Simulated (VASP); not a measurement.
# Ru (P2_1/m) in VASP: single point with PBE

Aim: the single point of Ru with PBE.

Everything below comes from runs of VASP 6.6.1. Logs are shortened: lines on timing, memory, paths and dates and some standing lists are left out, and cuts for length are marked.

### Step 1. The cell of the first run

It takes space group P2_1/m (No. 11, monoclinic). Conventional cell: a = 2.757 Å, b = 4.305 Å, c = 2.759 Å, α = 90.00°, β = 119.81°, γ = 90.00°. Within 3.3 Å of Ru (site symmetry m) lie 12 Ru at 2.53 to 2.85 Å.

### Step 2. Single point, PBE (strained and its atoms moved)

Contents of INCAR:

```
ALGO = Fast
EDIFF = 1E-6
ENCUT = 520
GGA = PE
ISIF = 2
ISMEAR = 0
LASPH = T
LCHARG = F
LREAL = F
LWAVE = F
NBANDS = 21
NELM = 60
PREC = Accurate
SIGMA = 0.1
```

Contents of KPOINTS:

```
k-points
0
Gamma
  16 16 8
```

Contents of POSCAR:

```
Ru
1.0
    2.7568036516     -0.0037881191      0.0000000000
   -1.3816824332      2.3962453306      0.0000000000
    0.0000000000      0.0000000000      4.3046797080
Ru
2
Direct
    0.3357779782      0.6124929470      0.2500000000
    0.6642220218      0.3875070530      0.7500000000
```

Potentials or basis: VASP PAW PBE potentials, release 64 (Ru_pv).

Command:

```bash
cat potpaw_PBE.64/Ru_pv/POTCAR > POTCAR
mpirun -np 1 vasp_std > vasp.out
```

OUTCAR:

```text
EDIFF = 1E-6
   ENCUT = 520
   GGA = PE
   ISIF = 2
   ISMEAR = 0
   LASPH = T
   LREAL = F
   NELM = 60
   PREC = Accurate

 ion  position               nearest neighbor table
   1  0.336  0.612  0.250-   2 2.53   2 2.53   2 2.70   2 2.70   2 2.85   2 2.85
   2  0.664  0.388  0.750-   1 2.53   1 2.53   1 2.70   1 2.70   1 2.85   1 2.85

  LATTYP: Found a simple monoclinic cell.
 ALAT       =     2.7568062542
 B/A-ratio  =     1.5614734265
 C/A-ratio  =     1.0009751291
 COS(beta)  =    -0.4971317949

  Lattice vectors:

 A1 = (   2.7568036516,  -0.0037881191,   0.0000000000)
 A2 = (   0.0000000000,   0.0000000000,   4.3046797080)
 A3 = (  -1.3751212184,  -2.3924572115,   0.0000000000)

Analysis of symmetry for initial positions (statically):
=====================================================================
 Subroutine PRICEL returns:
 Original cell was already a primitive cell.

 Routine SETGRP: Setting up the symmetry group for a
 simple monoclinic supercell.

 Subroutine GETGRP returns: Found  4 space group operations
 (whereof  2 operations were pure point group operations)
 out of a pool of  4 trial point group operations.

The static configuration has the point symmetry S_2 .
 The point group associated with its full space group is C_2h.

Analysis of symmetry for dynamics (positions and initial velocities):
=====================================================================
 Subroutine PRICEL returns:
 Original cell was already a primitive cell.

 Routine SETGRP: Setting up the symmetry group for a
 simple monoclinic supercell.

 Subroutine GETGRP returns: Found  4 space group operations
 (whereof  2 operations were pure point group operations)
 out of a pool of  4 trial point group operations.

The dynamic configuration has the point symmetry S_2 .
 The point group associated with its full space group is C_2h.

 Subroutine INISYM returns: Found  4 space group operations
 (whereof  2 operations are pure point group operations),
 and found     1 'primitive' translations

----------------------------------------------------------------------------------------

                                     Primitive cell

  volume of cell :      28.4141

  direct lattice vectors                    reciprocal lattice vectors
     2.756803652 -0.003788119  0.000000000     0.363026557  0.209322230  0.000000000
    -1.381682433  2.396245331  0.000000000     0.000573893  0.417650449  0.000000000
     0.000000000  0.000000000  4.304679708     0.000000000  0.000000000  0.232305321

  length of vectors
     2.756806254  2.766050981  4.304679708     0.419051401  0.417650843  0.232305321

  position of ions in fractional coordinates (direct lattice)
     0.335777978  0.612492947  0.250000000
     0.664222022  0.387507053  0.750000000

  ion indices of the primitive-cell ions
   primitive index   ion index
                 1           1
                 2           2

----------------------------------------------------------------------------------------

 KPOINTS: k-points

Automatic generation of k-mesh.
 Grid dimensions read from file:
 generate k-points for:   16   16    8

 Generating k-lattice:

  Cartesian coordinates                     Fractional coordinates (reciprocal lattice)
     0.022689160  0.013082639  0.000000000     0.062500000  0.000000000  0.000000000
     0.000035868  0.026103153  0.000000000     0.000000000  0.062500000  0.000000000
     0.000000000  0.000000000  0.029038165     0.000000000  0.000000000  0.125000000

  Length of vectors
     0.026190713  0.026103178  0.029038165

  Shift w.r.t. Gamma in fractional coordinates (k-lattice)
     0.000000000  0.000000000  0.000000000

 Subroutine IBZKPT returns following result:
 ===========================================

 Found    650 irreducible k-points:

 Following reciprocal coordinates:
            Coordinates               Weight
  0.000000  0.000000  0.000000      1.000000
  0.062500  0.000000  0.000000      2.000000
  0.125000  0.000000  0.000000      2.000000
  0.187500  0.000000  0.000000      2.000000
  0.250000  0.000000  0.000000      2.000000
  0.312500 -0.000000  0.000000      2.000000
[... 16 lines left out ...]
 -0.187500  0.062500  0.000000      2.000000
 -0.125000  0.062500  0.000000      2.000000
 [... further k-points ...]
   k-points           NKPTS =    650   k-points in BZ     NKDIM =    650   number of bands    NBANDS=     21
   number of dos      NEDOS =    301   number of ions     NIONS =      2
   total plane-waves  NPLWV =  18432
   dimension x,y,z NGX =    24 NGY =   24 NGZ =   32
   dimension x,y,z NGXF=    48 NGYF=   48 NGZF=   64
   ions per type =               2
   NGX,Y,Z   is equivalent  to a cutoff of  14.47, 14.42, 12.36 a.u.
   NGXF,Y,Z  is equivalent  to a cutoff of  28.95, 28.85, 24.72 a.u.
 SYSTEM =  unknown system
   PREC   = accura    normal or accurate (medium, high low for compatibility)
   ISTART =      0    job   : 0-new  1-cont  2-samecut
   ICHARG =      2    charge: 1-file 2-atom 10-const
   ISPIN  =      1    spin polarized calculation?
   LNONCOLLINEAR =      F non collinear calculations
   LSORBIT =      F    spin-orbit coupling
   LASPH  =      T    aspherical Exc in radial PAW
   ENCUT  =  520.0 eV  38.22 Ry    6.18 a.u.   5.13  5.14  8.00*2*pi/ulx,y,z
   NELM   =     60;   NELMIN=  2; NELMDL= -5     # of ELM steps
   EDIFF  = 0.1E-05   stopping-criterion for ELM
   LREAL  =      F    real-space projection
   EDIFFG = 0.1E-04   stopping-criterion for IOM
   NSW    =      0    number of steps for IOM
   IBRION =     -1    ionic relax: 0-MD 1-quasi-New 2-CG
   NFREE  =      0    steps in history (QN), initial steepest desc. (CG)
   ISIF   =      2    stress and relaxation
   ISYM   =      2    0-nonsym 1-usesym 2-fastsym
   POTIM  = 0.5000    time-step for ionic-motion
   TEBEG  =    0.0;   TEEND  =   0.0 temperature during run
   PSTRESS=    0.0 pullay stress
   NELECT =      28.0000    total number of electrons
   NUPDOWN=      -1.0000    fix difference up-down
   EMIN   =  10.00;   EMAX   =-10.00  energy-range for DOS
   EFERMI =   0.00;   METHOD = LEGACY
   ISMEAR =     0;   SIGMA  =   0.10  broadening in eV -4-tet -1-fermi 0-gaus
   EFERMI_NEDOS =   21; number of points for ismear=-14 and -15
   IALGO  =     68    algorithm
   IMIX   =      4    mixing-type and parameters
     AMIX     =   0.40;   BMIX     =  1.00
     AMIX_MAG =   1.60;   BMIX_MAG =  1.00
  volume/ion in A,a.u.               =      14.21        95.87
  Fermi-wavevector in a.u.,A,eV,Ry     =   1.629107  3.078566 36.109719  2.653989
  Thomas-Fermi vector in A             =   2.721628
   LORBIT       =      0    0 simple, 1 ext, 2 COOP (PROOUT), +10 PAW based schemes
   GGA     = PE    functional components
   LHFCALC =     F    Hartree Fock is set to
   AEXX    =    0.0000 exact exchange contribution
   IVDW    =     0    specifies the selected vdW correction
   LEPSILON=     F    determine dielectric tensor
   LRPA    =     F    only Hartree local field effects (RPA)
 non-spin polarized calculation
 RMM-DIIS sequential band-by-band and
 Gauss-broadening in eV      SIGMA  =   0.10
  energy-cutoff  :      520.00
  volume of cell :       28.41
 maximum number of plane-waves:       786
 NGX is ok and might be reduce to    24
   NGX = 11   NGY = 11   NGZ = 17

 number of electron      28.0000005 magnetization

 Free energy of the ion-electron system (eV)
  ---------------------------------------------------
  ext. energy  EPLUGINS =         0.00000000
  ---------------------------------------------------
  free energy    TOTEN  =       -18.15116637 eV

  energy without entropy =      -18.14090310  energy(sigma->0) =      -18.14603473

 E-fermi :  12.0862     XC(G=0): -13.8281

 val. band max:       12.0860619556   @ k =   0.1875   0.3125   0.0000
 cond. band min:      12.0867993513   @ k =   0.0000   0.1250   0.2500
 fundamental gap:      0.0007373957
 Fermi energy:        12.0861743303

 k-point     1 :       0.0000    0.0000    0.0000
  band No.  band energies     occupation
      1     -31.5193      2.00000
      2     -30.7182      2.00000
      3     -30.5383      2.00000
      4     -30.5150      2.00000
      5     -30.4584      2.00000
      6     -30.3966      2.00000
[... 13 lines left out ...]
     20      22.5663      0.00000
     21      22.5751      0.00000

 k-point     2 :       0.0625    0.0000    0.0000
  band No.  band energies     occupation
      1     -31.5079      2.00000
      2     -30.7320      2.00000
      3     -30.5565      2.00000
      4     -30.5266      2.00000
      5     -30.4739      2.00000
      6     -30.4024      2.00000
[... 13 lines left out ...]
     20      22.5657      0.00000
     21      22.5745      0.00000

 k-point     3 :       0.1250    0.0000    0.0000
  band No.  band energies     occupation
      1     -31.4744      2.00000
      2     -30.7749      2.00000
      3     -30.6076      2.00000
      4     -30.5727      2.00000
      5     -30.5011      2.00000
      6     -30.4195      2.00000
[... 13 lines left out ...]
     20      22.5659      0.00000
     21      22.5732      0.00000

 k-point     4 :       0.1875    0.0000    0.0000
  band No.  band energies     occupation
      1     -31.4219      2.00000
      2     -30.8493      2.00000
      3     -30.6931      2.00000
      4     -30.6380      2.00000
      5     -30.5245      2.00000
      6     -30.4477      2.00000
[... 13 lines left out ...]
     20      22.5657      0.00000
     21      22.5713      0.00000

 k-point     5 :       0.2500    0.0000    0.0000
  band No.  band energies     occupation
      1     -31.3549      2.00000
      2     -30.9489      2.00000
      3     -30.8036      2.00000
      4     -30.6943      2.00000
      5     -30.5480      2.00000
      6     -30.4858      2.00000
[... 13 lines left out ...]
     20      22.5675      0.00000
     21      25.6744      0.00000

 k-point     6 :       0.3125   -0.0000    0.0000
  band No.  band energies     occupation
      1     -31.2804      2.00000
      2     -31.0564      2.00000
      3     -30.9145      2.00000
      4     -30.7401      2.00000
      5     -30.5707      2.00000
      6     -30.5314      2.00000
[... 13 lines left out ...]
     20      22.5674      0.00000
     21      23.6884      0.00000

 k-point     7 :       0.3750    0.0000    0.0000
  band No.  band energies     occupation
      1     -31.2083      2.00000
      2     -31.1509      2.00000
      3     -31.0068      2.00000
      4     -30.7748      2.00000
      5     -30.5899      2.00000
      6     -30.5789      2.00000
[... 13 lines left out ...]
     20      22.3840      0.00000
     21      22.5792      0.00000
[... 291 lines left out ...]
      1     -31.2213      2.00000
      2     -31.1036      2.00000
      3     -30.9865      2.00000
      4     -30.7472      2.00000
      5     -30.5948      2.00000
      6     -30.5763      2.00000
[... 13 lines left out ...]
     20      22.5588      0.00000
     21      22.7795      0.00000

 k-point    21 :      -0.3125    0.0625    0.0000
  band No.  band energies     occupation
      1     -31.2955      2.00000
      2     -31.0087      2.00000
      3     -30.8920      2.00000
      4     -30.6938      2.00000
      5     -30.5741      2.00000
      6     -30.5291      2.00000
[... 13 lines left out ...]
     20      22.5658      0.00000
     21      24.6869      0.00000

 k-point    22 :      -0.2500    0.0625    0.0000
  band No.  band energies     occupation
      1     -31.3688      2.00000
      2     -30.9156      2.00000
      3     -30.7795      2.00000
      4     -30.6321      2.00000
      5     -30.5531      2.00000
      6     -30.4847      2.00000
[... 13 lines left out ...]
     20      22.5656      0.00000
     21      22.5705      0.00000

 k-point    23 :      -0.1875    0.0625    0.0000
  band No.  band energies     occupation
      1     -31.4321      2.00000
      2     -30.8365      2.00000
      3     -30.6687      2.00000
      4     -30.5699      2.00000
      5     -30.5357      2.00000
      6     -30.4478      2.00000
[... 13 lines left out ...]
     20      22.5657      0.00000
     21      22.5720      0.00000

 k-point    24 :      -0.1250    0.0625    0.0000
  band No.  band energies     occupation
      1     -31.4793      2.00000
      2     -30.7768      2.00000
      3     -30.5853      2.00000
      4     -30.5247      2.00000
      5     -30.5156      2.00000
      6     -30.4207      2.00000
[... 13 lines left out ...]
     20      22.5657      0.00000
     21      22.5734      0.00000

 [... further k-points ...]
[... 5 lines left out ...]
  --------------------------------------------------------------------------------------
  -------------------------------------------------------------------------------------
  Total       -0.8267604     -2.2365646      0.4315276     -0.2317113      0.0000000      0.0000000
  in kB      -46.6183116   -126.1125464     24.3324260    -13.0654387      0.0000000      0.0000000
  external PRESSURE =     -49.4661440 kB  Pullay stress =       0.0000000 kB

 VOLUME and BASIS-vectors are now :
 -----------------------------------------------------------------------------
  energy-cutoff  :      520.00
  volume of cell :       28.41
      direct lattice vectors                 reciprocal lattice vectors
     2.756803652 -0.003788119  0.000000000     0.363026557  0.209322230  0.000000000
    -1.381682433  2.396245331  0.000000000     0.000573893  0.417650449  0.000000000
     0.000000000  0.000000000  4.304679708     0.000000000  0.000000000  0.232305321

 POSITION                                       TOTAL-FORCE (eV/Angst)
 -----------------------------------------------------------------------------------
      0.07940      1.46641      1.07617        -0.811271      1.651536      0.000000
      1.29572      0.92605      3.22851         0.811271     -1.651536      0.000000
 -----------------------------------------------------------------------------------
    total drift:                               -0.000000     -0.000000      0.000000

  FREE ENERGIE OF THE ION-ELECTRON SYSTEM (eV)
  ---------------------------------------------------
  free  energy   TOTEN  =       -18.1511663681 eV

  energy  without entropy=      -18.1409030990  energy(sigma->0) =      -18.14603473
```

Wall time 1.8 min (1 thread of Intel Xeon 6975P-C (Granite Rapids), shared host); peak memory 0.39 GiB.

What came out:

```
Free energy            : -18.1512 eV
Pressure               : -4.9 GPa
Largest force          : 1.840 eV/Å
Band gap on the k mesh : zero (band 14 reaches 13.46 eV, above the bottom of band 15 at 10.86 eV)
```

Forces on the atoms (eV/Å):
```
Ru  -0.811  1.652  0.000
Ru   0.811 -1.652  0.000
```

Caveat: the cell differs from its parent crystal (strained and its atoms moved); forces of over 1 eV/Å act on the atoms, so gaps and moduli don't describe the material at rest.
